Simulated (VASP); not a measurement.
Input of a VASP 6.6.1 run:

Contents of INCAR:

```
  ALGO = Fast
  EDIFF = 1E-6
  EDIFFG = -0.04
  ENCUT = 600
  GGA = PE
  IBRION = 2
  ISIF = 3
  ISMEAR = 0
  LASPH = True
  LCHARG = False
  LREAL = False
  LWAVE = False
  NELM = 60
  NSW = 90
  PREC = Accurate
  SIGMA = 0.1
```

The input KPOINTS:

```
k-points
0
Gamma
  4 4 4
```

File POSCAR:

```
TaAl4
1.0
    4.4937391300      0.0000000000      0.0000000000
    0.0000000000      4.4937391300      0.0000000000
    0.0000000000      0.0000000000      4.4937391300
Ta Al
1 4
Direct
    0.5000000000      0.5000000000      0.5000000000
    0.0000000000      0.5000000000      0.5000000000
    0.5000000000      0.0000000000      0.5000000000
    0.5000000000      0.5000000000      0.0000000000
    0.0000000000      0.0000000000      0.0000000000
```

Potentials or basis: VASP PAW PBE potentials, release 64 (Ta_pv, Al).

The run is started by

```bash
$ cat potpaw_PBE.64/Ta_pv/POTCAR potpaw_PBE.64/Al/POTCAR > POTCAR
$ mpirun -np 1 vasp_std > vasp.out
```

Task: Estimate the relaxed cell.

Result: a = 5.078 Å, b = 5.078 Å, c = 5.078 Å, α = 90.00°, β = 90.00°, γ = 90.00°.

Task: Predict the space group after relaxing (to 0.05 Å).

Result: Pm-3m (No. 221).

Task: Predict the relaxed volume.

Result: 26.19 Å³/atom.

Step by step:
| step | energy change (eV) | largest force (eV/Å) | pressure (GPa) | volume (Å³) |
| --- | --- | --- | --- | --- |
| 1 | 0.0000 | 0.0000 | 27.72 | 90.75 |
| 2 | -2.6223 | 0.0000 | -1.65 | 138.56 |
| 3 | -2.7383 | 0.0000 | -0.12 | 130.96 |

Caveat: the volume moved by over 15 % at a fixed basis, so the end points are rough.
